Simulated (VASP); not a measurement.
# Li (Im-3m) in VASP: further runs

The runs below take Li through single point, relaxation of volume and atoms at fixed shape, with PBEsol.

All numbers are computed with VASP 6.6.1; they aren't measurements. Logs are shortened: lines on timing, memory, paths and dates and some standing lists are left out, and cuts for length are marked.

## (1) The cell of the first run

The structure is cubic, space group Im-3m (No. 229). Conventional cell: a = 3.428 Å, b = 3.428 Å, c = 3.428 Å, α = 90.00°, β = 90.00°, γ = 90.00°. Within 3.9 Å of Li (site symmetry m-3m) lie 14 Li at 2.97 to 3.43 Å.

## (2) Single point, PBEsol

Contents of INCAR:

```
  ALGO = Normal
  EDIFF = 1E-7
  ENCUT = 520
  GGA = PS
  ISIF = 2
  ISMEAR = 0
  LASPH = T
  LCHARG = T
  LELF = T
  LREAL = F
  LVHAR = T
  LWAVE = F
  NBANDS = 10
  NELM = 60
  PREC = Accurate
  SIGMA = 0.1
```

Contents of KPOINTS:

```
k-points
0
Gamma
  6 6 6
```

Contents of POSCAR:

```
Li
1.0
    3.4280913642      0.0000000000      0.0000000000
    0.0000000000      3.4280913642      0.0000000000
    0.0000000000      0.0000000000      3.4280913642
Li
2
Direct
    0.0000000000      0.0000000000      0.0000000000
    0.5000000000      0.5000000000      0.5000000000
```

Potentials or basis: VASP PAW PBE potentials, release 64 (Li_sv).

Command:

```
$ cat potpaw_PBE.64/Li_sv/POTCAR > POTCAR
$ mpirun -np 1 vasp_std > vasp.out
```

OUTCAR:

```text
EDIFF = 1E-7
   ENCUT = 520
   GGA = PS
   ISIF = 2
   ISMEAR = 0
   LASPH = T
   LREAL = F
   NELM = 60
   PREC = Accurate

 ion  position               nearest neighbor table
   1  0.000  0.000  0.000-
   2  0.500  0.500  0.500-

  LATTYP: Found a simple cubic cell.
 ALAT       =     3.4280913642

  Lattice vectors:

 A1 = (   3.4280913642,   0.0000000000,   0.0000000000)
 A2 = (   0.0000000000,   3.4280913642,   0.0000000000)
 A3 = (   0.0000000000,   0.0000000000,   3.4280913642)

Analysis of symmetry for initial positions (statically):
=====================================================================
 Subroutine PRICEL returns following result:

  LATTYP: Found a body centered cubic cell.
 ALAT       =     3.4280913642

  Lattice vectors:

 A1 = (   1.7140456821,   1.7140456821,  -1.7140456821)
 A2 = (  -1.7140456821,   1.7140456821,   1.7140456821)
 A3 = (   1.7140456821,  -1.7140456821,   1.7140456821)

   2 primitive cells build up your supercell.

 Routine SETGRP: Setting up the symmetry group for a
 simple cubic supercell.

 Subroutine GETGRP returns: Found 48 space group operations
 (whereof 48 operations were pure point group operations)
 out of a pool of 48 trial point group operations.

The static configuration has the point symmetry O_h .

Analysis of symmetry for dynamics (positions and initial velocities):
=====================================================================
 Subroutine PRICEL returns following result:

  LATTYP: Found a body centered cubic cell.
 ALAT       =     3.4280913642

  Lattice vectors:

 A1 = (   1.7140456821,   1.7140456821,  -1.7140456821)
 A2 = (  -1.7140456821,   1.7140456821,   1.7140456821)
 A3 = (   1.7140456821,  -1.7140456821,   1.7140456821)

   2 primitive cells build up your supercell.

 Routine SETGRP: Setting up the symmetry group for a
 simple cubic supercell.

 Subroutine GETGRP returns: Found 48 space group operations
 (whereof 48 operations were pure point group operations)
 out of a pool of 48 trial point group operations.

The dynamic configuration has the point symmetry O_h .

 Subroutine INISYM returns: Found 48 space group operations
 (whereof 48 operations are pure point group operations),
 and found     2 'primitive' translations

----------------------------------------------------------------------------------------

                                     Primitive cell

  volume of cell :      20.1431

  direct lattice vectors                    reciprocal lattice vectors
     1.714045682  1.714045682 -1.714045682     0.291707511  0.291707511  0.000000000
    -1.714045682  1.714045682  1.714045682    -0.000000000  0.291707511  0.291707511
     1.714045682 -1.714045682  1.714045682     0.291707511  0.000000000  0.291707511

  length of vectors
     2.968814208  2.968814208  2.968814208     0.412536719  0.412536719  0.412536719

  position of ions in fractional coordinates (direct lattice)
     0.000000000  0.000000000  0.000000000

  ion indices of the primitive-cell ions
   primitive index   ion index
                 1           1

----------------------------------------------------------------------------------------

 KPOINTS: k-points

Automatic generation of k-mesh.
 Grid dimensions read from file:
 generate k-points for:    6    6    6

 Generating k-lattice:

  Cartesian coordinates                     Fractional coordinates (reciprocal lattice)
     0.048617919  0.000000000  0.000000000     0.166666667  0.000000000  0.000000000
     0.000000000  0.048617919  0.000000000     0.000000000  0.166666667  0.000000000
     0.000000000  0.000000000  0.048617919     0.000000000  0.000000000  0.166666667

  Length of vectors
     0.048617919  0.048617919  0.048617919

  Shift w.r.t. Gamma in fractional coordinates (k-lattice)
     0.000000000  0.000000000  0.000000000

 Subroutine IBZKPT returns following result:
 ===========================================

 Found     20 irreducible k-points:

 Following reciprocal coordinates:
            Coordinates               Weight
  0.000000  0.000000  0.000000      1.000000
  0.166667  0.000000  0.000000      6.000000
  0.333333  0.000000  0.000000      6.000000
  0.500000  0.000000  0.000000      3.000000
  0.166667  0.166667  0.000000     12.000000
  0.333333  0.166667  0.000000     24.000000
[... 12 lines left out ...]
  0.500000  0.500000  0.333333      6.000000
  0.500000  0.500000  0.500000      1.000000
   k-points           NKPTS =     20   k-points in BZ     NKDIM =     20   number of bands    NBANDS=     10
   number of dos      NEDOS =    301   number of ions     NIONS =      2
   total plane-waves  NPLWV =  21952
   dimension x,y,z NGX =    28 NGY =   28 NGZ =   28
   dimension x,y,z NGXF=    56 NGYF=   56 NGZF=   56
   ions per type =               2
   NGX,Y,Z   is equivalent  to a cutoff of  13.58, 13.58, 13.58 a.u.
   NGXF,Y,Z  is equivalent  to a cutoff of  27.16, 27.16, 27.16 a.u.
 SYSTEM =  unknown system
   PREC   = accura    normal or accurate (medium, high low for compatibility)
   ISTART =      0    job   : 0-new  1-cont  2-samecut
   ICHARG =      2    charge: 1-file 2-atom 10-const
   ISPIN  =      1    spin polarized calculation?
   LNONCOLLINEAR =      F non collinear calculations
   LSORBIT =      F    spin-orbit coupling
   LASPH  =      T    aspherical Exc in radial PAW
   ENCUT  =  520.0 eV  38.22 Ry    6.18 a.u.   6.37  6.37  6.37*2*pi/ulx,y,z
   NELM   =     60;   NELMIN=  2; NELMDL= -5     # of ELM steps
   EDIFF  = 0.1E-06   stopping-criterion for ELM
   LREAL  =      F    real-space projection
   EDIFFG = 0.1E-05   stopping-criterion for IOM
   NSW    =      0    number of steps for IOM
   IBRION =     -1    ionic relax: 0-MD 1-quasi-New 2-CG
   NFREE  =      0    steps in history (QN), initial steepest desc. (CG)
   ISIF   =      2    stress and relaxation
   ISYM   =      2    0-nonsym 1-usesym 2-fastsym
   POTIM  = 0.5000    time-step for ionic-motion
   TEBEG  =    0.0;   TEEND  =   0.0 temperature during run
   PSTRESS=    0.0 pullay stress
   NELECT =       6.0000    total number of electrons
   NUPDOWN=      -1.0000    fix difference up-down
   EMIN   =  10.00;   EMAX   =-10.00  energy-range for DOS
   EFERMI =   0.00;   METHOD = LEGACY
   ISMEAR =     0;   SIGMA  =   0.10  broadening in eV -4-tet -1-fermi 0-gaus
   EFERMI_NEDOS =   21; number of points for ismear=-14 and -15
   IALGO  =     38    algorithm
   IMIX   =      4    mixing-type and parameters
     AMIX     =   0.40;   BMIX     =  1.00
     AMIX_MAG =   1.60;   BMIX_MAG =  1.00
  volume/ion in A,a.u.               =      20.14       135.93
  Fermi-wavevector in a.u.,A,eV,Ry     =   0.867773  1.639853 10.245598  0.753030
  Thomas-Fermi vector in A             =   1.986356
   LORBIT       =      0    0 simple, 1 ext, 2 COOP (PROOUT), +10 PAW based schemes
   GGA     = PS    functional components
   LHFCALC =     F    Hartree Fock is set to
   AEXX    =    0.0000 exact exchange contribution
   IVDW    =     0    specifies the selected vdW correction
   LEPSILON=     F    determine dielectric tensor
   LRPA    =     F    only Hartree local field effects (RPA)
 non-spin polarized calculation
 Gauss-broadening in eV      SIGMA  =   0.10
  energy-cutoff  :      520.00
  volume of cell :       40.29
 maximum number of plane-waves:      1108
 NGX is ok and might be reduce to    28
   NGX = 13   NGY = 13   NGZ = 13

 number of electron       5.9999998 magnetization

 Free energy of the ion-electron system (eV)
  ---------------------------------------------------
  ext. energy  EPLUGINS =         0.00000000
  ---------------------------------------------------
  free energy    TOTEN  =        -3.93717451 eV

  energy without entropy =       -3.92675282  energy(sigma->0) =       -3.93196367

 E-fermi :   0.6329     XC(G=0):  -7.0329

 val. band max:        0.3804237787   @ k =   0.5000   0.3333   0.0000
 cond. band min:       0.6760115074   @ k =   0.5000   0.3333   0.1667
 fundamental gap:      0.2955877287
 Fermi energy:         0.6328718352

 k-point     1 :       0.0000    0.0000    0.0000
  band No.  band energies     occupation
      1     -45.2584      2.00000
      2     -45.2225      2.00000
      3      -2.9185      2.00000
      4       6.1919      0.00000
      5       6.1919      0.00000
      6       6.1919      0.00000
      7       8.4376      0.00000
      8       8.4376      0.00000
      9      14.4068      0.00000
     10      15.3397      0.00000

 k-point     2 :       0.1667    0.0000    0.0000
  band No.  band energies     occupation
      1     -45.2557      2.00000
      2     -45.2248      2.00000
      3      -2.6548      2.00000
      4       3.9328      0.00000
      5       6.5331      0.00000
      6       6.5331      0.00000
      7       8.7928      0.00000
      8      11.1138      0.00000
      9      13.9938      0.00000
     10      13.9946      0.00000

 k-point     3 :       0.3333    0.0000    0.0000
  band No.  band energies     occupation
      1     -45.2483      2.00000
      2     -45.2304      2.00000
      3      -1.8563      2.00000
      4       1.4326      0.00000
      5       7.5516      0.00000
      6       7.5516      0.00000
      7       9.8585      0.00000
      8      11.4792      0.00000
      9      11.4792      0.00000
     10      13.1390      0.00000

 k-point     4 :       0.5000    0.0000    0.0000
  band No.  band energies     occupation
      1     -45.2391      2.00000
      2     -45.2391      2.00000
      3      -0.5017      2.00000
      4      -0.5017      2.00000
      5       9.2248      0.00000
      6       9.2248      0.00000
      7       9.2248      0.00000
      8       9.2248      0.00000
      9      11.6347      0.00000
     10      11.6347      0.00000

 k-point     5 :       0.1667    0.1667    0.0000
  band No.  band energies     occupation
      1     -45.2532      2.00000
      2     -45.2264      2.00000
      3      -2.3919      2.00000
      4       3.6356      0.00000
      5       5.0665      0.00000
      6       6.8724      0.00000
      7      10.4610      0.00000
      8      12.0609      0.00000
      9      12.3911      0.00000
     10      13.5625      0.00000

 k-point     6 :       0.3333    0.1667    0.0000
  band No.  band energies     occupation
      1     -45.2466      2.00000
      2     -45.2313      2.00000
      3      -1.5980      2.00000
      4       1.6077      0.00000
      5       5.6429      0.00000
      6       7.8827      0.00000
      7       9.4356      0.00000
      8      11.6422      0.00000
      9      11.6756      0.00000
     10      13.6806      0.00000
[... 131 lines left out ...]
 k-point    17 :       0.3333    0.3333    0.3333
  band No.  band energies     occupation
      1     -45.2390      2.00000
      2     -45.2346      2.00000
      3       0.2426      2.00000
      4       2.9819      0.00000
      5       2.9819      0.00000
      6       6.8098      0.00000
      7       7.1543      0.00000
      8       7.1543      0.00000
      9      10.0145      0.00000
     10      11.3092      0.00000

 k-point    18 :       0.5000    0.3333    0.3333
  band No.  band energies     occupation
      1     -45.2364      2.00000
      2     -45.2364      2.00000
      3       1.5047      0.00000
      4       1.5047      0.00000
      5       4.7270      0.00000
      6       4.7270      0.00000
      7       6.9633      0.00000
      8       6.9633      0.00000
      9      10.1308      0.00000
     10      10.1308      0.00000

 k-point    19 :       0.5000    0.5000    0.3333
  band No.  band energies     occupation
      1     -45.2360      2.00000
      2     -45.2360      2.00000
      3       2.2894      0.00000
      4       2.2894      0.00000
      5       4.0096      0.00000
      6       4.0096      0.00000
      7       6.4728      0.00000
      8       6.4728      0.00000
      9       9.5406      0.00000
     10       9.5406      0.00000

 k-point    20 :       0.5000    0.5000    0.5000
  band No.  band energies     occupation
      1     -45.2355      2.00000
      2     -45.2355      2.00000
      3       4.0379      0.00000
      4       4.0379      0.00000
      5       4.0379      0.00000
      6       4.0379      0.00000
      7       4.0379      0.00000
      8       4.0379      0.00000
      9       9.1738      0.00000
     10       9.1738      0.00000

------------------------ aborting loop because EDIFF is reached ----------------------------------------

  FORCE on cell =-STRESS in cart. coord.  units (eV):
  Direction    XX          YY          ZZ          XY          YZ          ZX
  --------------------------------------------------------------------------------------
  -------------------------------------------------------------------------------------
  Total       -0.0120626     -0.0120626     -0.0120626      0.0000000     -0.0000000      0.0000000
  in kB       -0.4797273     -0.4797273     -0.4797273      0.0000000     -0.0000000      0.0000000
  external PRESSURE =      -0.4797273 kB  Pullay stress =       0.0000000 kB

 VOLUME and BASIS-vectors are now :
 -----------------------------------------------------------------------------
  energy-cutoff  :      520.00
  volume of cell :       40.29
      direct lattice vectors                 reciprocal lattice vectors
     3.428091364  0.000000000  0.000000000     0.291707511  0.000000000  0.000000000
     0.000000000  3.428091364  0.000000000     0.000000000  0.291707511  0.000000000
     0.000000000  0.000000000  3.428091364     0.000000000  0.000000000  0.291707511

 POSITION                                       TOTAL-FORCE (eV/Angst)
 -----------------------------------------------------------------------------------
      0.00000      0.00000      0.00000        -0.000000     -0.000000     -0.000000
      1.71405      1.71405      1.71405         0.000000      0.000000      0.000000
 -----------------------------------------------------------------------------------
    total drift:                                0.000000      0.000000      0.000000

  FREE ENERGIE OF THE ION-ELECTRON SYSTEM (eV)
  ---------------------------------------------------
  free  energy   TOTEN  =        -3.9371745140 eV

  energy  without entropy=       -3.9267528227  energy(sigma->0) =       -3.93196367
```

Run time: 4.9 s. Hardware: 1 thread of AMD EPYC 9R45 (Zen 5), shared host; peak memory 0.11 GiB.

What came out:

```
Free energy            : -3.9372 eV
Band gap on the k mesh : zero (band 3 reaches 4.04 eV, above the bottom of band 4 at -0.50 eV)
```

Caveat: the cutoff is under 1.25 times the usual one of these potentials, so pressure, stress and relaxed cells hold a basis-set (Pulay) error; the PAW data sets were made with another functional, which shifts forces and pressure a little.

## (3) Relaxation of volume and atoms at fixed shape, PBEsol

This run uses another cell than the first one, of 21.62 Å³/atom, 1.073 times its volume.

Contents of INCAR:

```
ALGO = Normal ; EDIFF = 1E-7
EDIFFG = -0.01 ; ENCUT = 600
GGA = PS ; IBRION = 2
ISIF = 8 ; ISMEAR = 0
LASPH = T ; LCHARG = F
LREAL = F ; LWAVE = F
NELM = 60 ; NSW = 80
PREC = Accurate ; SIGMA = 0.1
```

KPOINTS is that of step 2.

Contents of POSCAR:

```
Li
1.0
    3.5100000000      0.0000000000      0.0000000000
    0.0000000000      3.5100000000      0.0000000000
    0.0000000000      0.0000000000      3.5100000000
Li
2
Direct
    0.0000000000      0.0000000000      0.0000000000
    0.5000000000      0.5000000000      0.5000000000
```

Potentials or basis: VASP PAW PBE potentials, release 64 (Li_sv).

Command:

```
$ cat potpaw_PBE.64/Li_sv/POTCAR > POTCAR
$ mpirun -np 1 vasp_std > vasp.out
```

OUTCAR:

```text
EDIFF = 1E-7
   EDIFFG = -0.01
   ENCUT = 600
   GGA = PS
   IBRION = 2
   ISIF = 8
   ISMEAR = 0
   LASPH = T
   LREAL = F
   NELM = 60
   NSW = 80
   PREC = Accurate

 ion  position               nearest neighbor table
   1  0.000  0.000  0.000-
   2  0.500  0.500  0.500-

  LATTYP: Found a simple cubic cell.
 ALAT       =     3.5100000000

  Lattice vectors:

 A1 = (   3.5100000000,   0.0000000000,   0.0000000000)
 A2 = (   0.0000000000,   3.5100000000,   0.0000000000)
 A3 = (   0.0000000000,   0.0000000000,   3.5100000000)

Analysis of symmetry for initial positions (statically):
[... 193 lines left out ...]
  --------------------------------------------------------------------------------------
  -------------------------------------------------------------------------------------
  Total       -0.2548843     -0.2548843     -0.2548843      0.0000000      0.0000000      0.0000000
  in kB       -9.4434842     -9.4434842     -9.4434842      0.0000000      0.0000000      0.0000000
  external PRESSURE =      -9.4434842 kB  Pullay stress =       0.0000000 kB
[... 95 lines left out ...]
--------------------------------------- Ionic step        4  -------------------------------------------

 number of electron       5.9999992 magnetization

 Free energy of the ion-electron system (eV)
  ---------------------------------------------------
  ext. energy  EPLUGINS =         0.00000000
  ---------------------------------------------------
  free energy    TOTEN  =        -3.94154895 eV

  energy without entropy =       -3.93112810  energy(sigma->0) =       -3.93633852

 E-fermi :   0.6581     XC(G=0):  -7.0569

 val. band max:        0.4040025733   @ k =   0.5000   0.3333   0.0000
 cond. band min:       0.7012464318   @ k =   0.5000   0.3333   0.1667
 fundamental gap:      0.2972438585
 Fermi energy:         0.6581047618

 k-point     1 :       0.0000    0.0000    0.0000
  band No.  band energies     occupation
      1     -45.2107      2.00000
      2     -45.1745      2.00000
      3      -2.9066      2.00000
      4       6.2518      0.00000
      5       6.2518      0.00000
      6       6.2518      0.00000
      7       8.5065      0.00000
[... 217 lines left out ...]
  FREE ENERGIE OF THE ION-ELECTRON SYSTEM (eV)
  ---------------------------------------------------
  free  energy   TOTEN  =        -3.9415489452 eV

  energy  without entropy=       -3.9311281003  energy(sigma->0) =       -3.93633852

 reached required accuracy - stopping structural energy minimisation
```

CONTCAR:

```text
Li
   1.00000000000000
     3.4172135585033589    0.0000000000000000    0.0000000000000000
     0.0000000000000000    3.4172135585033589    0.0000000000000000
     0.0000000000000000    0.0000000000000000    3.4172135585033589
  Li
     2
Direct
     1.0000000000000000    1.0000000000000000    0.0000000000000000
     0.5000000000000000    0.5000000000000000    0.5000000000000000

  0.00000000E+00  0.00000000E+00  0.00000000E+00
  0.00000000E+00  0.00000000E+00  0.00000000E+00
```

It took 11 s on 1 thread of AMD EPYC 9R45 (Zen 5), shared host; peak memory 0.12 GiB.

What came out:

```
Free energy                            : -3.9415 eV
Relaxed volume                         : 19.95 Å³/atom
Relaxed cell                           : a = 3.417 Å, b = 3.417 Å, c = 3.417 Å, α = 90.00°, β = 90.00°, γ = 90.00°
Space group after relaxing (to 0.05 Å) : Im-3m (No. 229)
Energy gained by relaxing              : 5.2 meV/atom
Ionic steps                            : 4
Pressure after relaxing                : 0.0 GPa
Band gap on the k mesh                 : zero (band 3 reaches 4.08 eV, above the bottom of band 4 at -0.48 eV)
```

The path:
```tsv
step	energy change (eV)	largest force (eV/Å)	pressure (GPa)	volume (Å³)
1	0.0000	0.0000	-0.94	43.24
2	-0.0042	0.0000	-0.75	42.45
3	-0.0102	0.0000	-0.15	40.37
4	-0.0104	0.0000	0.01	39.90
```

Final structure:
```
Li
1.0
     3.41721    0.00000    0.00000
     0.00000    3.41721    0.00000
     0.00000    0.00000    3.41721
Li
2
Cartesian
  3.4172 3.4172 0.0000
  1.7086 1.7086 1.7086
```

Caveat: the cutoff is under 1.25 times the usual one of these potentials, so pressure, stress and relaxed cells hold a basis-set (Pulay) error; the PAW data sets were made with another functional, which shifts forces and pressure a little.
